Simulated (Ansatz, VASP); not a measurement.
# One calculation of Ru, two programs

File INCAR:

```
PREC = Accurate ; ENCUT = 600
EDIFF = 1E-7 ; ISMEAR = -1
SIGMA = 0.15 ; LREAL = F
LASPH = T ; NELM = 60
ALGO = Normal ; ISIF = 3
LWAVE = F ; LCHARG = F
IBRION = 2 ; NSW = 80
EDIFFG = -0.001
```

KPOINTS

```
regular mesh
0
Gamma
  15 15 8
```

The input POSCAR:

```
Ru
1.0
    2.6743058386      0.0000000000      0.0000000000
   -1.3371529193      2.3160167937      0.0000000000
    0.0000000000      0.0000000000      4.2260483469
Ru
2
Direct
    0.3333333333      0.6666666667      0.2500000000
    0.6666666667      0.3333333333      0.7500000000
```

Input for Ansatz:

```yaml
crystal:
  lattice:
    - [2.6743058386, 0.0, 0.0]
    - [-1.3371529193, 2.3160167938, 0.0]
    - [0.0, 0.0, 4.2260483473]
  atoms:
    - { symbol: Ru, position: [0.3333333333, 0.6666666667, 0.25] }
    - { symbol: Ru, position: [0.6666666667, 0.3333333333, 0.75] }
basis:
  ecutwfc: 420
kpoints:
  mp_grid: { grid: [15, 15, 8] }
hamiltonian:
  xc: lda
  pseudopotentials: { kind: paw, azcp: { folder: soft_1 } }
scf:
  occupations: { method: fermi_dirac, width: 0.15 }
output:
  forces: true
  stress: true
  eigenvalues: true
relax:
  adjacent_minimum: "off"
  f_tol: 0.001
  max_steps: 60
  cell: { stress_tol: 0.01 }
```

Alike in both runs: task relaxation of cell and atoms; functional LDA; k mesh 15 × 15 × 8; occupations fermi-dirac, width 0.15 eV; no spin polarisation.

|  | VASP | Ansatz |
| --- | --- | --- |
| version | VASP 6.6.1 | Ansatz 0.2.0 |
| potentials or method | VASP PAW LDA potentials, release 64 (Ru_pv), cutoff 600 eV | scalar-relativistic, plane waves, PAW |
| valence electrons in the cell | 28 | 32 |

|  | VASP | Ansatz | Ansatz less VASP |
| --- | --- | --- | --- |
| gap on the k mesh at the Fermi level, each at its own relaxed structure (eV) | none | none | - |
| relaxed volume (Å³/atom) | 13.14 | 13.10 | -0.032 |
| relaxed cell length with the largest relative difference (Å) | 4.230 | 4.226 | -0.0036 |

Ansatz warns that its potentials were made for another functional, while VASP's fit it. LDA's correlation is that of Perdew and Zunger in VASP and of Perdew and Wang (1992) in Ansatz. A gap of «none» marks a metal or a gap that the smearing closes. VASP's potentials hold 28 valence electrons a cell and Ansatz's 32, so a difference there can come from the potentials and not from the codes.
